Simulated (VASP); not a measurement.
Write the native input for VASP 6.6.1 that does the following.

```
Task                   : relaxation of cell and atoms
Functional             : PBE
Potentials or basis    : VASP PAW PBE potentials, release 64 (Ag)
Cutoff                 : 500 eV
k mesh                 : 16 × 16 × 16
Occupations            : fermi-dirac, width 0.1 eV
Spin                   : no spin polarisation
Target pressure        : 30 GPa
Dipole correction      : no
Further INCAR settings : ALGO = Normal; EDIFF = 1e-07; IBRION = 2; EDIFFG = -0.03; NSW = 80; ISIF = 3
```

The structure of Ag lies in POSCAR:

```
Ag
1.0
    2.6600000000      0.0000000000      0.0000000000
    0.0000000000      2.6600000000      0.0000000000
    0.0000000000      0.0000000000      2.6600000000
Ag
1
Direct
    0.0000000000      0.0000000000      0.0000000000
```

This isn't the form of Ag at room conditions, which is fcc.

The input as run:

INCAR

```
SYSTEM = Ag
ALGO = Normal ; EDIFF = 1E-7
EDIFFG = -0.03 ; ENCUT = 500
GGA = PE ; GGA_COMPAT = .FALSE.
IBRION = 2 ; ISIF = 3
ISMEAR = -1 ; LASPH = .TRUE.
LCHARG = .FALSE. ; LREAL = .FALSE.
LWAVE = .FALSE. ; NELM = 120
NELMIN = 4 ; NSW = 80
PREC = Accurate ; PSTRESS = 300.0
SIGMA = 0.1
```

KPOINTS

```
k-points
0
G
  16 16 16
  0 0 0
```

Potentials or basis: VASP PAW PBE potentials, release 64 (Ag).

The run is started by

```sh
$ cat potpaw_PBE.64/Ag/POTCAR > POTCAR
$ mpirun -np 1 vasp_std > vasp.out
```

Results of the run:

```json
{
  "Relaxed volume": "16.47 Å³/atom",
  "Relaxed cell": "a = 2.544 Å, b = 2.544 Å, c = 2.544 Å, α = 90.00°, β = 90.00°, γ = 90.00°",
  "Space group after relaxing (to 0.1 Å)": "Pm-3m (No. 221)",
  "Energy change on relaxing (the run minimises the enthalpy)": "+265.2 meV/atom",
  "Ionic steps": "5",
  "Pressure after relaxing": "30.0 GPa",
  "Band gap on the k mesh": "zero (an odd number of electrons rules out a gap without spin polarisation)"
}
```

Caveat: the cell is relaxed towards a set pressure, so the run minimises the enthalpy, not the energy.

Run time: 35 s on 1 thread of AMD EPYC 9R45 (Zen 5) (shared host), peak memory 0.12 GiB.
